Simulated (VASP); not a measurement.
Write the native input for VASP 6.6.1 that does the following.

```yaml
Task: single point
Functional: PBEsol
Potentials_or_basis: VASP PAW PBE potentials, release 64 (Si, Ni)
Cutoff: 520 eV
k_mesh: 14 × 14 × 14
Occupations: fermi-dirac, width 0.1 eV
Spin: no spin polarisation
Dipole_correction: no
Further_INCAR_settings: ALGO = Normal; EDIFF = 1e-06; NBANDS = 16
```

The structure of Si2Ni lies in POSCAR:

```
Si2Ni
1.0
    0.0000000000      2.6460946931      2.6460946931
    2.6460946931      0.0000000000      2.6460946931
    2.6460946931      2.6460946931      0.0000000000
Si Ni
2 1
Direct
    0.2500000000      0.2500000000      0.2500000000
    0.7500000000      0.7500000000      0.7500000000
    0.0000000000      0.0000000000      0.0000000000
```

These files were run (other wordings do the same):

INCAR

```
SYSTEM = Si2Ni
PREC     = Accurate       ! precision mode
ENCUT    = 520            ! plane-wave cutoff, eV
EDIFF    = 1E-6           ! SCF threshold, eV
ISMEAR   = -1             ! smearing method
SIGMA    = 0.1            ! smearing width, eV
LREAL    = .False.        ! projectors in reciprocal space
LASPH    = .True.         ! aspherical terms in the spheres
NELM     = 100            ! most SCF steps
ALGO     = Normal         ! electronic algorithm
ISIF     = 2              ! what is computed and relaxed
LWAVE    = .False.        ! write WAVECAR
LCHARG   = .False.        ! write CHGCAR
GGA      = PS             ! functional
NBANDS   = 16             ! bands
```

KPOINTS

```
Automatic mesh
0
Gamma
  14 14 14
  0 0 0
```

Potentials or basis: VASP PAW PBE potentials, release 64 (Si, Ni).

Launch:

```sh
$ cat potpaw_PBE.64/Si/POTCAR potpaw_PBE.64/Ni/POTCAR > POTCAR
$ mpirun -np 1 vasp_std > vasp.out
```

It gave:

The pressure is 10.0 GPa. The band gap on the k mesh is zero (bands 9 and 10 overlap by 2.13 eV).

Caveat: the cell stands under pressure; the PAW data sets were made with another functional, which shifts forces and pressure a little.

It took 59 s on 1 thread of Intel(R) Xeon(R) Platinum 8375C CPU @ 2.90GHz (Ice Lake) (shared host), peak memory 0.2 GiB.
